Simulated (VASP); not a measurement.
Input of a VASP 6.6.1 run:

The input INCAR:

```
PREC = Accurate
ENCUT = 520
EDIFF = 1E-7
ISMEAR = -1
SIGMA = 0.1
LREAL = False
LASPH = True
NELM = 80
ALGO = Normal
ISIF = 2
LWAVE = False
LCHARG = False
NBANDS = 30
```

The input KPOINTS:

```
Automatic mesh
0
Gamma
  8 8 11
```

File POSCAR:

```
Bi
1.0
    5.3500864161      0.0000000000      0.0000000000
   -2.6750432081      4.6333107488      0.0000000000
    0.0000000000      0.0000000000      3.1597633533
Bi
3
Direct
    0.0000000000      1.0000000000      0.0000000000
    0.3333333333      0.6666666667      0.5000000000
    0.6666666667      0.3333333333      0.5000000000
```

Potentials or basis: VASP PAW LDA potentials, release 64 (Bi_d).

Launch:

```sh
$ cat potpaw_LDA.64/Bi_d/POTCAR > POTCAR
$ mpirun -np 1 vasp_std > vasp.out
```

What does it give for the band gap on the k mesh?

Zero (an odd number of electrons rules out a gap without spin polarisation).

Predict the pressure.

10.7 GPa.

Stress tensor (GPa, compression positive):
```
10.49  0.00  0.00
 0.00 10.49  0.00
 0.00  0.00 11.21
```

Caveat: the cell stands under pressure; spin-orbit coupling is left out, which moves the levels of the heavy elements.
